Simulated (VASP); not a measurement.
# ZnSe in VASP: single point with PBE

Aim: the single point of ZnSe with PBE.

Program: VASP 6.6.1. These are calculated values, not measurements. Logs are shortened: lines on timing, memory, paths and dates and some standing lists are left out, and cuts for length are marked.

**1. The cell of the first run**

The cell holds a slab with vacuum, 8 atoms: a = 4.008 Å, b = 4.008 Å, c = 26.918 Å, α = 90.00°, β = 90.00°, γ = 90.00°.

**2. Single point, PBE**

INCAR reads:

```
PREC = Accurate
ENCUT = 520
EDIFF = 1E-6
ISMEAR = 0
SIGMA = 0.05
LREAL = False
LASPH = True
NELM = 60
ALGO = Normal
ISIF = 2
LWAVE = False
LCHARG = False
LDIPOL = True
IDIPOL = 3
DIPOL = 0.5 0.5 0.503
GGA = PE
NBANDS = 46
```

KPOINTS reads:

```
Automatic mesh
0
Gamma
  7 7 1
```

POSCAR reads:

```
ZnSe
1.0
    4.0075983900      0.0000000000      0.0000000000
    0.0000000000      4.0075983900      0.0000000000
    0.0000000000      0.0000000000     26.9182999273
Se Zn
4 4
Direct
    0.0000000000      0.5000000000      0.3157703132
    0.5000000000      0.0000000000      0.4210444155
    0.0000000000      0.5000000000      0.5304732942
    0.5000000000      0.0000000000      0.6400769793
    0.5000000000      0.5000000000      0.3684073696
    0.0000000000      0.0000000000      0.4736814718
    0.5000000000      0.5000000000      0.5820133035
    0.0000000000      0.0000000000      0.6925008925
```

Potentials or basis: VASP PAW PBE potentials, release 64 (Se, Zn).

On the command line:

```bash
$ cat potpaw_PBE.64/Se/POTCAR potpaw_PBE.64/Zn/POTCAR > POTCAR
$ mpirun -np 1 vasp_std > vasp.out
```

OUTCAR:

```text
PREC = Accurate
   ENCUT = 520
   EDIFF = 1E-6
   ISMEAR = 0
   LREAL = False
   LASPH = True
   NELM = 60
   ISIF = 2
   GGA = PE

 ion  position               nearest neighbor table
   1  0.000  0.500  0.316-   5 2.45   5 2.45
   2  0.500  0.000  0.421-   5 2.45   5 2.45   6 2.45   6 2.45
   3  0.000  0.500  0.530-   7 2.44   7 2.44   6 2.52   6 2.52
   4  0.500  0.000  0.640-   8 2.45   8 2.45   7 2.54   7 2.54
   5  0.500  0.500  0.368-   2 2.45   2 2.45   1 2.45   1 2.45
   6  0.000  0.000  0.474-   2 2.45   2 2.45   3 2.52   3 2.52
   7  0.500  0.500  0.582-   3 2.44   3 2.44   4 2.54   4 2.54
   8  0.000  0.000  0.693-   4 2.45   4 2.45

  LATTYP: Found a simple tetragonal cell.
 ALAT       =     4.0075983900
 C/A-ratio  =     6.7168157354

  Lattice vectors:

 A1 = (   4.0075983900,   0.0000000000,   0.0000000000)
 A2 = (   0.0000000000,   4.0075983900,   0.0000000000)
 A3 = (   0.0000000000,   0.0000000000,  26.9182999273)

Analysis of symmetry for initial positions (statically):
=====================================================================
 Subroutine PRICEL returns:
 Original cell was already a primitive cell.

 Routine SETGRP: Setting up the symmetry group for a
 simple tetragonal supercell.

 Subroutine GETGRP returns: Found  4 space group operations
 (whereof  4 operations were pure point group operations)
 out of a pool of 16 trial point group operations.

The static configuration has the point symmetry C_2v.

Analysis of symmetry for dynamics (positions and initial velocities):
=====================================================================
 Subroutine PRICEL returns:
 Original cell was already a primitive cell.

 Routine SETGRP: Setting up the symmetry group for a
 simple tetragonal supercell.

 Subroutine GETGRP returns: Found  4 space group operations
 (whereof  4 operations were pure point group operations)
 out of a pool of 16 trial point group operations.

The dynamic configuration has the point symmetry C_2v.

 Subroutine INISYM returns: Found  4 space group operations
 (whereof  4 operations are pure point group operations),
 and found     1 'primitive' translations

----------------------------------------------------------------------------------------

                                     Primitive cell

  volume of cell :     432.3306

  direct lattice vectors                    reciprocal lattice vectors
     4.007598390  0.000000000  0.000000000     0.249526001  0.000000000  0.000000000
     0.000000000  4.007598390  0.000000000     0.000000000  0.249526001  0.000000000
     0.000000000  0.000000000 26.918299927     0.000000000  0.000000000  0.037149449

  length of vectors
     4.007598390  4.007598390 26.918299927     0.249526001  0.249526001  0.037149449

  position of ions in fractional coordinates (direct lattice)
     0.000000000  0.500000000  0.315770313
     0.500000000  0.000000000  0.421044415
     0.000000000  0.500000000  0.530473294
     0.500000000  0.000000000  0.640076979
     0.500000000  0.500000000  0.368407370
     0.000000000  0.000000000  0.473681472
     0.500000000  0.500000000  0.582013303
     0.000000000  0.000000000  0.692500893

  ion indices of the primitive-cell ions
   primitive index   ion index
                 1           1
                 2           2
                 3           3
                 4           4
                 5           5
                 6           6
                 7           7
                 8           8

----------------------------------------------------------------------------------------

 KPOINTS: Automatic mesh

Automatic generation of k-mesh.
 Grid dimensions read from file:
 generate k-points for:    7    7    1

 Generating k-lattice:

  Cartesian coordinates                     Fractional coordinates (reciprocal lattice)
     0.035646572  0.000000000  0.000000000     0.142857143  0.000000000  0.000000000
     0.000000000  0.035646572  0.000000000     0.000000000  0.142857143  0.000000000
     0.000000000  0.000000000  0.037149449     0.000000000  0.000000000  1.000000000

  Length of vectors
     0.035646572  0.035646572  0.037149449

  Shift w.r.t. Gamma in fractional coordinates (k-lattice)
     0.000000000  0.000000000  0.000000000

 Subroutine IBZKPT returns following result:
 ===========================================

 Found     16 irreducible k-points:

 Following reciprocal coordinates:
            Coordinates               Weight
  0.000000  0.000000  0.000000      1.000000
  0.142857  0.000000  0.000000      2.000000
  0.000000  0.142857  0.000000      2.000000
  0.285714  0.000000  0.000000      2.000000
  0.000000  0.285714  0.000000      2.000000
  0.428571  0.000000  0.000000      2.000000
[... 8 lines left out ...]
 -0.285714  0.428571  0.000000      4.000000
  0.428571  0.428571  0.000000      4.000000
   k-points           NKPTS =     16   k-points in BZ     NKDIM =     16   number of bands    NBANDS=     46
   number of dos      NEDOS =    301   number of ions     NIONS =      8
   total plane-waves  NPLWV = 180000
   dimension x,y,z NGX =    30 NGY =   30 NGZ =  200
   dimension x,y,z NGXF=    60 NGYF=   60 NGZF=  400
   ions per type =               4   4
   NGX,Y,Z   is equivalent  to a cutoff of  12.44, 12.44, 12.35 a.u.
   NGXF,Y,Z  is equivalent  to a cutoff of  24.89, 24.89, 24.70 a.u.
 SYSTEM =  unknown system
   PREC   = accura    normal or accurate (medium, high low for compatibility)
   ISTART =      0    job   : 0-new  1-cont  2-samecut
   ICHARG =      2    charge: 1-file 2-atom 10-const
   ISPIN  =      1    spin polarized calculation?
   LNONCOLLINEAR =      F non collinear calculations
   LSORBIT =      F    spin-orbit coupling
   LASPH  =      T    aspherical Exc in radial PAW
   ENCUT  =  520.0 eV  38.22 Ry    6.18 a.u.   7.45  7.45 50.05*2*pi/ulx,y,z
   NELM   =     60;   NELMIN=  2; NELMDL= -5     # of ELM steps
   EDIFF  = 0.1E-05   stopping-criterion for ELM
   LREAL  =      F    real-space projection
[... 7 lines left out ...]
   TEBEG  =    0.0;   TEEND  =   0.0 temperature during run
   PSTRESS=    0.0 pullay stress
   NELECT =      72.0000    total number of electrons
   NUPDOWN=      -1.0000    fix difference up-down
   EMIN   =  10.00;   EMAX   =-10.00  energy-range for DOS
   EFERMI =   0.00;   METHOD = LEGACY
   ISMEAR =     0;   SIGMA  =   0.05  broadening in eV -4-tet -1-fermi 0-gaus
   EFERMI_NEDOS =   21; number of points for ismear=-14 and -15
   IALGO  =     38    algorithm
   IMIX   =      4    mixing-type and parameters
     AMIX     =   0.40;   BMIX     =  1.00
     AMIX_MAG =   1.60;   BMIX_MAG =  1.00
  volume/ion in A,a.u.               =      54.04       364.69
  Fermi-wavevector in a.u.,A,eV,Ry     =   0.900700  1.702077 11.037877  0.811261
  Thomas-Fermi vector in A             =   2.023690
   LORBIT       =      0    0 simple, 1 ext, 2 COOP (PROOUT), +10 PAW based schemes
   GGA     = PE    functional components
   LHFCALC =     F    Hartree Fock is set to
   AEXX    =    0.0000 exact exchange contribution
   IVDW    =     0    specifies the selected vdW correction
   LEPSILON=     F    determine dielectric tensor
   LRPA    =     F    only Hartree local field effects (RPA)
 non-spin polarized calculation
 Gauss-broadening in eV      SIGMA  =   0.05
  energy-cutoff  :      520.00
  volume of cell :      432.33
 maximum number of plane-waves:     11733
 NGX is ok and might be reduce to    30
   NGX = 15   NGY = 15   NGZ =101

 dipolmoment           0.000000      0.000000      0.000023 electrons x Angstroem

 number of electron      72.0000091 magnetization

 dipolmoment           0.000000      0.000000     -0.216252 electrons x Angstroem

 Free energy of the ion-electron system (eV)
  ---------------------------------------------------
  ext. energy  EPLUGINS =         0.00000000
  ---------------------------------------------------
  free energy    TOTEN  =       -20.93047730 eV

  energy without entropy =      -20.92741146  energy(sigma->0) =      -20.92894438

 E-fermi :  -2.1924     XC(G=0):  -4.6372

 val. band max:       -2.2459295604   @ k =   0.0000   0.0000   0.0000
 cond. band min:      -2.1692479748   @ k =   0.0000   0.2857   0.0000
 fundamental gap:      0.0766815856
 Fermi energy:        -2.1924069779

 k-point     1 :       0.0000    0.0000    0.0000
  band No.  band energies     occupation
      1     -16.1304      2.00000
      2     -15.5676      2.00000
      3     -15.0337      2.00000
      4     -13.7879      2.00000
      5      -9.7335      2.00000
      6      -9.7271      2.00000
[... 38 lines left out ...]
     45       2.6479      0.00000
     46       2.7842      0.00000

 k-point     2 :       0.1429    0.0000    0.0000
  band No.  band energies     occupation
      1     -16.0645      2.00000
      2     -15.5145      2.00000
      3     -14.9908      2.00000
      4     -13.7450      2.00000
      5      -9.7217      2.00000
      6      -9.6991      2.00000
[... 38 lines left out ...]
     45       2.8064      0.00000
     46       2.8338      0.00000

 k-point     3 :       0.0000    0.1429    0.0000
  band No.  band energies     occupation
      1     -16.0686      2.00000
      2     -15.5192      2.00000
      3     -14.9934      2.00000
      4     -13.7658      2.00000
      5      -9.7245      2.00000
      6      -9.7190      2.00000
[... 38 lines left out ...]
     45       2.3087      0.00000
     46       3.2215      0.00000

 k-point     4 :       0.2857    0.0000    0.0000
  band No.  band energies     occupation
      1     -15.9048      2.00000
      2     -15.3909      2.00000
      3     -14.8927      2.00000
      4     -13.6464      2.00000
      5      -9.6935      2.00000
      6      -9.6286      2.00000
[... 528 lines left out ...]
     45       3.3370      0.00000
     46       3.7991      0.00000

 k-point    15 :      -0.2857    0.4286    0.0000
  band No.  band energies     occupation
      1     -15.6156      2.00000
      2     -15.1467      2.00000
      3     -14.6566      2.00000
      4     -13.5075      2.00000
      5      -9.6830      2.00000
      6      -9.5922      2.00000
[... 38 lines left out ...]
     45       3.1741      0.00000
     46       3.6865      0.00000

 k-point    16 :       0.4286    0.4286    0.0000
  band No.  band energies     occupation
      1     -15.5143      2.00000
      2     -15.0441      2.00000
      3     -14.5589      2.00000
      4     -13.4034      2.00000
      5      -9.6449      2.00000
      6      -9.6018      2.00000
[... 38 lines left out ...]
     45       3.1570      0.00000
     46       3.4921      0.00000

------------------------ aborting loop because EDIFF is reached ----------------------------------------

 vacuum level on the upper side and lower side of the slab       (xc-potential included)        -1.382         0.992

  FORCE on cell =-STRESS in cart. coord.  units (eV):
  Direction    XX          YY          ZZ          XY          YZ          ZX
  --------------------------------------------------------------------------------------
  -------------------------------------------------------------------------------------
  Total        1.0199261     -0.7944282      0.5284880      0.0000000      0.0000000      0.0000000
  in kB        3.7797518     -2.9440773      1.9585277      0.0000000      0.0000000      0.0000000
  external PRESSURE =       0.9314007 kB  Pullay stress =       0.0000000 kB

 VOLUME and BASIS-vectors are now :
 -----------------------------------------------------------------------------
  energy-cutoff  :      520.00
  volume of cell :      432.33
      direct lattice vectors                 reciprocal lattice vectors
     4.007598390  0.000000000  0.000000000     0.249526001  0.000000000  0.000000000
     0.000000000  4.007598390  0.000000000     0.000000000  0.249526001  0.000000000
     0.000000000  0.000000000 26.918299927     0.000000000  0.000000000  0.037149449

 POSITION                                       TOTAL-FORCE (eV/Angst)
 -----------------------------------------------------------------------------------
      0.00000      2.00380      8.50000         0.000000      0.000000      0.115737
      2.00380      0.00000     11.33380         0.000000      0.000000      0.677041
      0.00000      2.00380     14.27944         0.000000      0.000000     -0.004183
      2.00380      0.00000     17.22978         0.000000      0.000000     -0.006175
      2.00380      2.00380      9.91690         0.000000      0.000000     -0.659905
      0.00000      0.00000     12.75070         0.000000      0.000000     -0.151082
      2.00380      2.00380     15.66681         0.000000      0.000000      0.008034
      0.00000      0.00000     18.64095         0.000000      0.000000      0.020532
 -----------------------------------------------------------------------------------
    total drift:                                0.000000      0.000000      0.000924

  FREE ENERGIE OF THE ION-ELECTRON SYSTEM (eV)
  ---------------------------------------------------
  free  energy   TOTEN  =       -20.9304773013 eV

  energy  without entropy=      -20.9274114578  energy(sigma->0) =      -20.92894438

 vacuum level on the upper side and lower side of the slab         1.817         4.234
```

Run time: 19 min. Hardware: 1 thread of AMD EPYC 7R13, shared host; peak memory 0.52 GiB.

What came out:

```
Free energy   : -20.9305 eV
Largest force : 0.677 eV/Å
```

Forces in eV/Å, atoms in the order of the input:
```
Se   0.000  0.000  0.116
Se   0.000  0.000  0.677
Se   0.000  0.000 -0.004
Se   0.000  0.000 -0.006
Zn   0.000  0.000 -0.660
Zn   0.000  0.000 -0.151
Zn   0.000  0.000  0.008
Zn   0.000  0.000  0.021
```

Levels at points of the mesh, in eV from the Fermi level:
```tsv
k point	band 33	band 34	band 35	band 36	band 37	band 38	band 39	band 40
(0.00, 0.00, 0.00)	-1.05	-1.03	-0.06	-0.05	0.40	1.86	2.33	2.93
```
